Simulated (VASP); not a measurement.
# InAs (Fm-3m) in VASP: further runs, part 2 of 2

VASP 6.6.1. Earlier steps stand in the parts before.

**4. Relaxation of cell and atoms, PBEsol+D3(BJ)**

Contents of INCAR:

```
SYSTEM = InAs
PREC = Accurate
ENCUT = 600
EDIFF = 1E-7
ISMEAR = -1
SIGMA = 0.05
LREAL = .FALSE.
LASPH = .TRUE.
NELM = 60
ALGO = Normal
ISIF = 3
LWAVE = .FALSE.
LCHARG = .FALSE.
GGA = PS
IVDW = 12
IBRION = 2
NSW = 60
EDIFFG = -0.01
```

Contents of KPOINTS:

```
regular mesh
0
G
  8 8 8
  0 0 0
```

Contents of POSCAR:

```
InAs
1.0
    0.0000000000      2.8773040000      2.8773040000
    2.8773040000      0.0000000000      2.8773040000
    2.8773040000      2.8773040000      0.0000000000
In As
1 1
Direct
    0.5000000000      0.5000000000      0.5000000000
    0.0000000000      0.0000000000      0.0000000000
```

Potentials or basis: VASP PAW PBE potentials, release 64 (In_d, As).

Launch:

```console
$ cat potpaw_PBE.64/In_d/POTCAR potpaw_PBE.64/As/POTCAR > POTCAR
$ mpirun -np 1 vasp_std > vasp.out
```

OUTCAR:

```text
SYSTEM = InAs
   PREC = Accurate
   ENCUT = 600
   EDIFF = 1E-7
   ISMEAR = -1
   LREAL = .FALSE.
   LASPH = .TRUE.
   NELM = 60
   ISIF = 3
   GGA = PS
   IVDW = 12
   IBRION = 2
   NSW = 60
   EDIFFG = -0.01
 IVDW          = 12

 ion  position               nearest neighbor table
   1  0.500  0.500  0.500-   2 2.88   2 2.88   2 2.88   2 2.88   2 2.88   2 2.88
   2  0.000  0.000  0.000-   1 2.88   1 2.88   1 2.88   1 2.88   1 2.88   1 2.88

  LATTYP: Found a face centered cubic cell.
 ALAT       =     5.7546080000

  Lattice vectors:

 A1 = (   0.0000000000,   2.8773040000,   2.8773040000)
 A2 = (   2.8773040000,   0.0000000000,   2.8773040000)
 A3 = (   2.8773040000,   2.8773040000,   0.0000000000)

Analysis of symmetry for initial positions (statically):
=====================================================================
 Subroutine PRICEL returns:
 Original cell was already a primitive cell.

 Routine SETGRP: Setting up the symmetry group for a
 face centered cubic supercell.

 Subroutine GETGRP returns: Found 48 space group operations
 (whereof 48 operations were pure point group operations)
 out of a pool of 48 trial point group operations.

The static configuration has the point symmetry O_h .

Analysis of symmetry for dynamics (positions and initial velocities):
=====================================================================
 Subroutine PRICEL returns:
 Original cell was already a primitive cell.

 Routine SETGRP: Setting up the symmetry group for a
 face centered cubic supercell.

 Subroutine GETGRP returns: Found 48 space group operations
 (whereof 48 operations were pure point group operations)
 out of a pool of 48 trial point group operations.

The dynamic configuration has the point symmetry O_h .

 Subroutine INISYM returns: Found 48 space group operations
 (whereof 48 operations are pure point group operations),
 and found     1 'primitive' translations

----------------------------------------------------------------------------------------

                                     Primitive cell

  volume of cell :      47.6417

  direct lattice vectors                    reciprocal lattice vectors
[... 105 lines left out ...]
   IMIX   =      4    mixing-type and parameters
     AMIX     =   0.40;   BMIX     =  1.00
     AMIX_MAG =   1.60;   BMIX_MAG =  1.00
  volume/ion in A,a.u.               =      23.82       160.75
  Fermi-wavevector in a.u.,A,eV,Ry     =   1.183505  2.236499 19.057448  1.400683
  Thomas-Fermi vector in A             =   2.319738
   LORBIT       =      0    0 simple, 1 ext, 2 COOP (PROOUT), +10 PAW based schemes
   GGA     = PS    functional components
   LHFCALC =     F    Hartree Fock is set to
   AEXX    =    0.0000 exact exchange contribution
   IVDW    =    12    specifies the selected vdW correction
   LEPSILON=     F    determine dielectric tensor
   LRPA    =     F    only Hartree local field effects (RPA)
 conjugate gradient relaxation of ions
 non-spin polarized calculation
  energy-cutoff  :      600.00
  volume of cell :       47.64
 maximum number of plane-waves:      1639
 NGX is ok and might be reduce to    36
   NGX = 17   NGY = 17   NGZ = 17

--------------------------------------- Ionic step        1  -------------------------------------------

 number of electron      18.0000003 magnetization

 Free energy of the ion-electron system (eV)
  ---------------------------------------------------
  ext. energy  EPLUGINS =         0.00000000
  ---------------------------------------------------
  free energy    TOTEN  =        -8.18843133 eV

  energy without entropy =       -8.17774320  energy(sigma->0) =       -8.18308726

------------------------ aborting loop because EDIFF is reached ----------------------------------------

 Edisp (eV)   -0.72567

 E8    (eV) :    -0.4975
[... 71 lines left out ...]
--------------------------------------- Ionic step        3  -------------------------------------------

 number of electron      18.0000001 magnetization

 Free energy of the ion-electron system (eV)
  ---------------------------------------------------
  ext. energy  EPLUGINS =         0.00000000
  ---------------------------------------------------
  free energy    TOTEN  =        -8.19707622 eV

  energy without entropy =       -8.18639124  energy(sigma->0) =       -8.19173373

 E-fermi :   6.8174     XC(G=0): -10.6601

 val. band max:        6.7422041405   @ k =   0.3750   0.2500   0.0000
 cond. band min:       6.8458921918   @ k =  -0.3750   0.1250   0.0000
 fundamental gap:      0.1036880513
 Fermi energy:         6.8174276055

 k-point     1 :       0.0000    0.0000    0.0000
  band No.  band energies     occupation
      1      -7.5365      2.00000
      2      -7.5365      2.00000
      3      -7.5099      2.00000
      4      -7.5099      2.00000
      5      -7.5099      2.00000
      6      -5.9518      2.00000
      7       6.5506      1.99042
      8       6.5506      1.99042
      9       6.5506      1.99042
     10       6.7372      1.66540
     11      14.0331      0.00000
     12      14.0331      0.00000
     13      14.0331      0.00000
[... 354 lines left out ...]
  band No.  band energies     occupation
      1      -7.7154      2.00000
      2      -7.5775      2.00000
      3      -7.5003      2.00000
      4      -7.4668      2.00000
      5      -7.4255      2.00000
      6      -3.4663      2.00000
      7       0.3535      2.00000
      8       4.2482      2.00000
      9       5.0970      2.00000
     10       9.1319      0.00000
     11      10.1461      0.00000
     12      13.0099      0.00000
     13      14.5980      0.00000

 [... further k-points ...]

------------------------ aborting loop because EDIFF is reached ----------------------------------------

 Edisp (eV)   -0.79535

 E8    (eV) :    -0.5455
[... 25 lines left out ...]
  FREE ENERGIE OF THE ION-ELECTRON SYSTEM (eV)
  ---------------------------------------------------
  free  energy   TOTEN  =        -8.9924245214 eV

  energy  without entropy=       -8.9817395452  energy(sigma->0) =       -8.98708203

 reached required accuracy - stopping structural energy minimisation
```

OSZICAR:

```text
N       E                     dE             d eps       ncg     rms          rms(c)
DAV:   1     0.106752478389E+03    0.10675E+03   -0.98029E+03   759   0.178E+03
DAV:   2    -0.171577792527E+01   -0.10847E+03   -0.10560E+03   779   0.346E+02
DAV:   3    -0.821955630201E+01   -0.65038E+01   -0.62432E+01   994   0.829E+01
[... 28 lines left out ...]
DAV:   6    -0.819707648239E+01    0.46462E-04   -0.13428E-04  1025   0.142E-01    0.171E-02
DAV:   7    -0.819707574056E+01    0.74183E-06   -0.97990E-06   938   0.490E-02    0.908E-03
DAV:   8    -0.819707603806E+01   -0.29750E-06   -0.16520E-06   899   0.245E-02    0.279E-03
DAV:   9    -0.819707619500E+01   -0.15694E-06   -0.52080E-08   402   0.228E-03    0.941E-04
DAV:  10    -0.819707621812E+01   -0.23123E-07   -0.11263E-08   387   0.162E-03
   3 F= -.89924245E+01 E0= -.89870820E+01  d E =-.783221E-01
```

Run time: 79 s. Hardware: 1 thread of Intel Xeon 8259CL, shared host; peak memory 0.23 GiB.

What came out:

| Property | Result |
| --- | --- |
| Free energy | -8.9924 eV |
| Relaxed volume | 21.79 Å³/atom |
| Relaxed cell | a = 3.950 Å, b = 3.950 Å, c = 3.950 Å, α = 60.00°, β = 60.00°, γ = 60.00° |
| Space group after relaxing (to 0.1 Å) | Fm-3m (No. 225) |
| Energy gained by relaxing | 39.2 meV/atom |
| Ionic steps | 3 |
| Pressure after relaxing | 0.0 GPa |
| Band gap on the k mesh | zero (bands 9 and 10 overlap by 2.93 eV) |
| Dispersion energy per atom | -0.398 eV |

The path:
```csv
step,energy change (eV),largest force (eV/Å),pressure (GPa),volume (Å³)
1,0.0000,0.0000,-5.69,47.64
2,-0.0643,0.0000,3.05,42.04
3,-0.0783,0.0000,0.02,43.58
```

Final structure:
```
In As
1.0
     0.00000    2.79305    2.79305
     2.79305    0.00000    2.79305
     2.79305    2.79305    0.00000
In As
1 1
Direct
  0.50000 0.50000 0.50000
  0.00000 0.00000 0.00000
```

Levels at points of the mesh, in eV from the Fermi level:
| k point | band 7 | band 8 | band 9 | band 10 | band 11 | band 12 |
| --- | --- | --- | --- | --- | --- | --- |
| (0.00, 0.00, 0.00) | -0.27 | -0.27 | -0.27 | -0.08 | 7.22 | 7.22 |
| (0.50, 0.00, 0.00) | -7.04 | 0.20 | 0.20 | 2.12 | 3.25 | 3.25 |
| (0.50, 0.50, 0.00) | -5.30 | -2.91 | -2.55 | -2.55 | 3.65 | 9.87 |

Caveat: the PAW data sets were made with another functional, which shifts forces and pressure a little; spin-orbit coupling is left out, which moves the levels of the heavy elements.

**5. Relaxation of cell and atoms, PBEsol+D4**

Contents of INCAR:

```
SYSTEM = InAs
PREC = Accurate
ENCUT = 600
EDIFF = 1E-7
ISMEAR = -1
SIGMA = 0.05
LREAL = .False.
LASPH = .True.
NELM = 60
ALGO = Normal
ISIF = 3
LWAVE = .False.
LCHARG = .False.
GGA = PS
IVDW = 13
IBRION = 2
NSW = 60
EDIFFG = -0.01
```

Contents of KPOINTS:

```
regular mesh
0
Gamma
  8 8 8
  0 0 0
```

POSCAR is that of step 4.

Launch:

```console
$ cat potpaw_PBE.64/In_d/POTCAR potpaw_PBE.64/As/POTCAR > POTCAR
$ mpirun -np 1 vasp_std > vasp.out
```

Run time: 87 s. Hardware: 1 thread of Intel Xeon 8259CL, shared host; peak memory 0.22 GiB.

The run converged. Its results:

| Quantity | Value |
| --- | --- |
| Free energy | -8.7047 eV |
| Relaxed volume | 22.13 Å³/atom |
| Relaxed cell | a = 3.971 Å, b = 3.971 Å, c = 3.971 Å, α = 60.00°, β = 60.00°, γ = 60.00° |
| Space group after relaxing (to 0.1 Å) | Fm-3m (No. 225) |
| Energy gained by relaxing | 26.5 meV/atom |
| Ionic steps | 3 |
| Pressure after relaxing | 0.0 GPa |
| Band gap on the k mesh | zero (bands 9 and 10 overlap by 2.87 eV) |
| Dispersion energy per atom | -0.249 eV |

The path:
```csv
step,energy change (eV),largest force (eV/Å),pressure (GPa),volume (Å³)
1,0.0000,0.0000,-4.69,47.64
2,-0.0438,0.0000,2.35,42.99
3,-0.0530,0.0000,0.02,44.26
```

Final structure:
```
In As
1.0
     0.00000    2.80765    2.80765
     2.80765    0.00000    2.80765
     2.80765    2.80765    0.00000
In As
1 1
Cartesian
  2.8076 2.8076 2.8076
  0.0000 0.0000 0.0000
```

Levels at points of the mesh, in eV from the Fermi level:
```csv
k point,band 6,band 7,band 8,band 9,band 10,band 11,band 12,band 13
"(0.00, 0.00, 0.00)",-12.65,-0.25,-0.25,-0.25,-0.20,7.20,7.20,7.20
"(0.50, 0.00, 0.00)",-10.74,-6.94,0.20,0.20,2.11,3.25,3.25,4.84
"(0.50, 0.50, 0.00)",-9.63,-5.19,-2.92,-2.49,-2.49,3.68,9.74,9.74
```

Caveat: the PAW data sets were made with another functional, which shifts forces and pressure a little; spin-orbit coupling is left out, which moves the levels of the heavy elements.

**6. The runs side by side**

```tsv
task	level	spin	cell	k mesh	cutoff (eV)	grid for exact exchange (PRECFOCK)	share of exact exchange	gap on the mesh (eV)	pressure (GPa)	relaxed volume (Å³/atom)
single point	PBE0	non-collinear, zero start, SOC	as given	4 × 4 × 4	400	Normal	0.25	-	-2.5	-
relaxation of cell and atoms	PBE+D4	off	relaxed	8 × 8 × 8	600	-	-	none	0.0	22.85
relaxation of cell and atoms	PBEsol+D3(BJ)	off	relaxed	8 × 8 × 8	600	-	-	none	0.0	21.79
relaxation of cell and atoms	PBEsol+D4	off	relaxed	8 × 8 × 8	600	-	-	none	0.0	22.13
```

Alike in all rows: potentials or basis VASP PAW PBE potentials, release 64 (In_d, As); smearing fermi-dirac 0.05 eV.

Caveats: some runs use coarse meshes; the PAW data sets were made with another functional, which shifts forces and pressure a little (at least some runs); spin-orbit coupling is left out, which moves the levels of the heavy elements (at least some runs).

Absolute energies hang on the potentials; compare differences alone.
